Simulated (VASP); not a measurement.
# LiF (P6_3mc) in VASP: further runs, part 2 of 2

VASP 6.6.1. The steps go on from the part before.

## 4. Single point, LDA (volume 7.780 Å^3 an atom, c/a of the conventional cell 1.6529)

INCAR

```
PREC = Accurate
ENCUT = 520
EDIFF = 1E-6
ISMEAR = 0
SIGMA = 0.05
LREAL = F
LASPH = T
NELM = 100
ALGO = Normal
ISIF = 2
LWAVE = F
LCHARG = F
GGA = CA
NBANDS = 18
```

KPOINTS

```
Automatic mesh
0
Gamma
  9 9 6
```

POSCAR

```
LiF
1.0
    2.7909632995      0.0000000000      0.0000000000
   -1.3954816497      2.4170451184      0.0000000000
    0.0000000000      0.0000000000      4.6131832377
Li F
2 2
Direct
    0.3333333333      0.6666666667      0.3839784076
    0.6666666667      0.3333333333      0.8839784076
    0.3333333333      0.6666666667      0.9910195924
    0.6666666667      0.3333333333      0.4910195924
```

Potentials or basis: VASP PAW LDA potentials, release 64 (Li_sv, F).

Run with:

```bash
$ cat potpaw_LDA.64/Li_sv/POTCAR potpaw_LDA.64/F/POTCAR > POTCAR
$ mpirun -np 1 vasp_std > vasp.out
```

OUTCAR:

```text
PREC = Accurate
   ENCUT = 520
   EDIFF = 1E-6
   ISMEAR = 0
   LREAL = F
   LASPH = T
   NELM = 100
   ISIF = 2
   GGA = CA

 ion  position               nearest neighbor table
   1  0.333  0.667  0.384-   4 1.69   4 1.69   4 1.69   3 1.81
   2  0.667  0.333  0.884-   3 1.69   3 1.69   3 1.69   4 1.81
   3  0.333  0.667  0.991-   2 1.69   2 1.69   2 1.69   1 1.81
   4  0.667  0.333  0.491-   1 1.69   1 1.69   1 1.69   2 1.81

  LATTYP: Found a hexagonal cell.
 ALAT       =     2.7909632995
 C/A-ratio  =     1.6529000000

  Lattice vectors:

 A1 = (   2.7909632995,   0.0000000000,   0.0000000000)
 A2 = (  -1.3954816497,   2.4170451184,   0.0000000000)
 A3 = (   0.0000000000,   0.0000000000,   4.6131832377)

Analysis of symmetry for initial positions (statically):
=====================================================================
 Subroutine PRICEL returns:
 Original cell was already a primitive cell.

 Routine SETGRP: Setting up the symmetry group for a
 hexagonal supercell.
[... 168 lines left out ...]
  ext. energy  EPLUGINS =         0.00000000
  ---------------------------------------------------
  free energy    TOTEN  =       -20.46018849 eV

  energy without entropy =      -20.46018849  energy(sigma->0) =      -20.46018849

 E-fermi :  -1.0714     XC(G=0): -10.7123

 val. band max:       -1.4663990469   @ k =   0.0000   0.0000   0.0000
 cond. band min:       7.5182059658   @ k =   0.0000   0.0000   0.0000
 fundamental gap:      8.9846050127
 Fermi energy:        -1.0713599161

 k-point     1 :       0.0000    0.0000    0.0000
  band No.  band energies     occupation
      1     -40.2683      2.00000
      2     -40.1549      2.00000
      3     -20.8495      2.00000
      4     -20.5427      2.00000
      5      -4.5315      2.00000
      6      -1.9682      2.00000
[... 481 lines left out ...]
      5      -4.3733      2.00000
      6      -3.2122      2.00000
[... 10 lines left out ...]
     17      18.8957      0.00000
     18      22.9690      0.00000

 [... further k-points ...]
[... 5 lines left out ...]
  --------------------------------------------------------------------------------------
  -------------------------------------------------------------------------------------
  Total        4.3763516      4.3763516      1.5044583      0.0000000     -0.0000000      0.0000000
  in kB      225.3114186    225.3114186     77.4553000      0.0000000     -0.0000000      0.0000000
  external PRESSURE =     176.0260457 kB  Pullay stress =       0.0000000 kB

 VOLUME and BASIS-vectors are now :
 -----------------------------------------------------------------------------
  energy-cutoff  :      520.00
  volume of cell :       31.12
      direct lattice vectors                 reciprocal lattice vectors
     2.790963299  0.000000000  0.000000000     0.358299230  0.206864157  0.000000000
    -1.395481650  2.417045118  0.000000000     0.000000000  0.413728313  0.000000000
     0.000000000  0.000000000  4.613183238     0.000000000  0.000000000  0.216770058

 POSITION                                       TOTAL-FORCE (eV/Angst)
 -----------------------------------------------------------------------------------
     -0.00000      1.61136      1.77136        -0.000000      0.000000     -0.519513
      1.39548      0.80568      4.07795        -0.000000     -0.000000     -0.519513
     -0.00000      1.61136      4.57175        -0.000000     -0.000000      0.519513
      1.39548      0.80568      2.26516         0.000000      0.000000      0.519513
 -----------------------------------------------------------------------------------
    total drift:                                0.000000      0.000000     -0.001211

  FREE ENERGIE OF THE ION-ELECTRON SYSTEM (eV)
  ---------------------------------------------------
  free  energy   TOTEN  =       -20.4601884889 eV

  energy  without entropy=      -20.4601884889  energy(sigma->0) =      -20.46018849
```

OSZICAR:

```text
N       E                     dE             d eps       ncg     rms          rms(c)
DAV:   1     0.117773879007E+03    0.11777E+03   -0.11131E+04  1744   0.123E+03
DAV:   2    -0.117780367814E+02   -0.12955E+03   -0.12686E+03  1972   0.313E+02
DAV:   3    -0.217942424739E+02   -0.10016E+02   -0.99576E+01  3072   0.636E+01
DAV:   4    -0.219153537045E+02   -0.12111E+00   -0.12093E+00  2214   0.868E+00
DAV:   5    -0.219166952356E+02   -0.13415E-02   -0.13413E-02  2346   0.672E-01    0.722E+00
DAV:   6    -0.204760754176E+02    0.14406E+01   -0.33905E+00  1806   0.151E+01    0.207E+00
DAV:   7    -0.204657250733E+02    0.10350E-01   -0.13478E-01  2048   0.270E+00    0.140E+00
DAV:   8    -0.204612935212E+02    0.44316E-02   -0.41720E-02  2380   0.190E+00    0.331E-01
DAV:   9    -0.204601231646E+02    0.11704E-02   -0.60528E-03  1948   0.670E-01    0.887E-02
DAV:  10    -0.204601890953E+02   -0.65931E-04   -0.38512E-04  1888   0.173E-01    0.102E-02
DAV:  11    -0.204601884889E+02    0.60639E-06   -0.93813E-06  2338   0.298E-02
   1 F= -.20460188E+02 E0= -.20460188E+02  d E =-.450894E-31
```

stdout:

```text
POSCAR found type information on POSCAR LiF
 POSCAR found :  2 types and       4 ions
 scaLAPACK will be used
 LDA part: xc-table for (Slater(with rela. corr.)+CA(PZ))
 , standard interpolation
 POSCAR, INCAR and KPOINTS ok, starting setup
 FFT: planning ... GRIDC
 FFT: planning ... GRID_SOFT
 FFT: planning ... GRID
 WAVECAR not read
 entering main loop
```

Run time: 18 s. Hardware: 1 thread of Intel Xeon Platinum 8259CL at 2.50GHz (Skylake/Cascade Lake), shared host; peak memory 0.14 GiB.

What came out:

```yaml
Free_energy: -20.4602 eV
Largest_force: 0.520 eV/Å
Band_gap_on_the_k_mesh: 8.98 eV, direct
```

Forces on the atoms (eV/Å):
```
Li   0.000  0.000 -0.520
Li   0.000  0.000 -0.520
F    0.000  0.000  0.520
F    0.000  0.000  0.520
```

Caveat: the cutoff is under 1.25 times the usual one of these potentials, so pressure, stress and relaxed cells hold a basis-set (Pulay) error. A k mesh can miss the band edges.

## 5. Single point, LDA (volume 7.780 Å^3 an atom, c/a of the conventional cell 1.5751)

INCAR

```
SYSTEM = LiF
ALGO = Normal
EDIFF = 1E-6
ENCUT = 520
GGA = CA
ISIF = 2
ISMEAR = 0
LASPH = .TRUE.
LCHARG = .TRUE.
LELF = .TRUE.
LREAL = .FALSE.
LVHAR = .TRUE.
LWAVE = .FALSE.
NBANDS = 18
NELM = 100
PREC = Accurate
SIGMA = 0.05
```

KPOINTS

```
k-points
0
G
  9 9 6
  0 0 0
```

POSCAR

```
LiF
1.0
    2.8361788128      0.0000000000      0.0000000000
   -1.4180894064      2.4562029016      0.0000000000
    0.0000000000      0.0000000000      4.4672652480
Li F
2 2
Direct
    0.3333333333      0.6666666667      0.3839784076
    0.6666666667      0.3333333333      0.8839784076
    0.3333333333      0.6666666667      0.9910195924
    0.6666666667      0.3333333333      0.4910195924
```

Run with:

```bash
$ cat potpaw_LDA.64/Li_sv/POTCAR potpaw_LDA.64/F/POTCAR > POTCAR
$ mpirun -np 1 vasp_std > vasp.out
```

Run time: 19 s. Hardware: 1 thread of Intel Xeon Platinum 8259CL at 2.50GHz (Skylake/Cascade Lake), shared host; peak memory 0.14 GiB.

Results (log left out):

```yaml
Free_energy: -20.5257 eV
Largest_force: 0.153 eV/Å
Band_gap_on_the_k_mesh: 8.92 eV, direct
```

Forces in eV/Å, atoms in the order of the input:
```
Li   0.000  0.000 -0.153
Li   0.000  0.000 -0.153
F    0.000  0.000  0.153
F    0.000  0.000  0.153
```

Levels at points of the mesh, in eV from the valence-band top:
```
           k point  band 7  band 8  band 9  band 10  band 11  band 12  band 13  band 14
(0.00, 0.00, 0.00)   -0.70   -0.25   -0.25     0.00     8.92    13.37    17.48    19.98
(0.00, 0.00, 0.50)   -0.48   -0.48   -0.48    -0.48    10.75    10.75    19.32    19.32
```

Caveat: the cutoff is under 1.25 times the usual one of these potentials, so pressure, stress and relaxed cells hold a basis-set (Pulay) error. A k mesh can miss the band edges.

## 6. Single point, LDA (volume 7.780 Å^3 an atom, c/a of the conventional cell 1.5009)

INCAR

```
SYSTEM = LiF
PREC     = Accurate       ! precision mode
ENCUT    = 520            ! plane-wave cutoff, eV
EDIFF    = 1E-7           ! SCF threshold, eV
ISMEAR   = 0              ! smearing method
SIGMA    = 0.05           ! smearing width, eV
LREAL    = .FALSE.        ! projectors in reciprocal space
LASPH    = .TRUE.         ! aspherical terms in the spheres
NELM     = 60             ! most SCF steps
ALGO     = Normal         ! electronic algorithm
ISIF     = 2              ! what is computed and relaxed
LWAVE    = .FALSE.        ! write WAVECAR
LCHARG   = .TRUE.         ! write CHGCAR
GGA      = CA             ! functional
LELF     = .TRUE.         ! ELF
LVHAR    = .TRUE.       
NBANDS   = 18             ! bands
```

KPOINTS

```
regular mesh
0
G
  9 9 6
  0 0 0
```

POSCAR

```
LiF
1.0
    2.8821665024      0.0000000000      0.0000000000
   -1.4410832512      2.4960294090      0.0000000000
    0.0000000000      0.0000000000      4.3258437034
Li F
2 2
Direct
    0.3333333333      0.6666666667      0.3839784076
    0.6666666667      0.3333333333      0.8839784076
    0.3333333333      0.6666666667      0.9910195924
    0.6666666667      0.3333333333      0.4910195924
```

Potentials or basis: VASP PAW LDA potentials, release 64 (Li_sv, F).

Run with:

```bash
$ cat potpaw_LDA.64/Li_sv/POTCAR potpaw_LDA.64/F/POTCAR > POTCAR
$ mpirun -np 1 vasp_std > vasp.out
```

It took 18 s on 1 thread of Intel Xeon Platinum 8259CL at 2.50GHz (Skylake/Cascade Lake), shared host; peak memory 0.14 GiB.

Results (log left out):

* Free energy: -20.5344 eV
* Largest force: 0.297 eV/Å
* Band gap on the k mesh: 8.84 eV, direct

Forces in eV/Å, atoms in the order of the input:
```
Li   0.000  0.000  0.297
Li   0.000  0.000  0.297
F    0.000  0.000 -0.297
F    0.000  0.000 -0.297
```

Levels at points of the mesh, in eV from the valence-band top:
| k point | band 6 | band 7 | band 8 | band 9 | band 10 | band 11 | band 12 | band 13 | band 14 | band 15 |
| --- | --- | --- | --- | --- | --- | --- | --- | --- | --- | --- |
| (0.00, 0.00, 0.00) | -0.88 | -0.88 | -0.33 | -0.33 | 0.00 | 8.84 | 13.61 | 17.62 | 19.45 | 19.45 |
| (0.00, 0.00, 0.50) | -1.65 | -0.61 | -0.61 | -0.61 | -0.61 | 10.73 | 10.73 | 19.64 | 19.64 | 19.79 |

Caveat: the cutoff is under 1.25 times the usual one of these potentials, so pressure, stress and relaxed cells hold a basis-set (Pulay) error. A k mesh can miss the band edges.

## 7. Summary

| cell | gap on the mesh (eV) | largest force (eV/Å) |
| --- | --- | --- |
| a = 3.133, b = 3.133, c = 5.055 Å, angles 90.0, 90.0, 120.0°, 4 atoms | 7.09 | 0.11 |
| a = 3.184, b = 3.184, c = 4.895 Å, angles 90.0, 90.0, 120.0°, 4 atoms | 7.05 | 0.03 |
| a = 2.791, b = 2.791, c = 4.613 Å, angles 90.0, 90.0, 120.0°, 4 atoms | 8.98 | 0.52 |
| a = 2.836, b = 2.836, c = 4.467 Å, angles 90.0, 90.0, 120.0°, 4 atoms | 8.92 | 0.15 |
| a = 2.882, b = 2.882, c = 4.326 Å, angles 90.0, 90.0, 120.0°, 4 atoms | 8.84 | 0.30 |

Alike in all rows: task single point; level LDA; potentials or basis VASP PAW LDA potentials, release 64 (Li_sv, F); no spin polarisation; k mesh 9 × 9 × 6; cutoff (eV) 520; smearing gaussian 0.05 eV.

Caveats: the cutoff is under 1.25 times the usual one of these potentials, so pressure, stress and relaxed cells hold a basis-set (Pulay) error.

Total energies depend on the potentials used, so only differences within one code and one set of settings carry meaning.
